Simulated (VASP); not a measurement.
## BN: single point with PBE

The system is BN.

```
N B
1.0
     1.24272    0.71749    3.35030
    -1.24272    0.71749    3.35030
     0.00000   -1.43497    3.35030
N B
1 1
Direct
  0.66724 0.66724 0.66724
  0.00033 0.00033 0.00033
```

This cell differs from its parent crystal: volume scaled by 0.98.

```
Program             : VASP 6.6.1
Task                : single point
Functional          : PBE
Potentials or basis : VASP PAW PBE potentials, release 64 (N, B)
Cutoff              : 520 eV
k mesh              : 12 × 12 × 12
Occupations         : fermi-dirac, width 0.05 eV
Spin                : no spin polarisation
```

```json
{
 "Pressure": "8.8 GPa",
 "Band gap on the k mesh": "4.31 eV, indirect (least direct gap 4.75 eV)"
}
```

Stress tensor (GPa, compression positive):
```
11.93  0.00  0.00
 0.00 11.93  0.00
 0.00  0.00  2.45
```

Levels at points of the mesh, in eV from the valence-band top:
```tsv
k point	band 2	band 3	band 4	band 5	band 6	band 7
(0.00, 0.00, 0.00)	-4.25	-1.26	-1.26	5.21	11.85	11.85
(0.50, 0.00, 0.00)	-9.01	-4.10	-0.61	5.34	10.13	13.22
(0.50, 0.50, 0.00)	-8.88	-4.16	-1.20	4.31	10.13	14.42
(0.50, 0.50, 0.50)	-6.26	-1.28	-1.28	10.26	11.78	11.78
```

Wall time 30 s on 1 thread of Intel(R) Xeon(R) Platinum 8488C (Sapphire Rapids), with other jobs on the host, peak memory 0.17 GiB.

 A k mesh can miss the band edges.
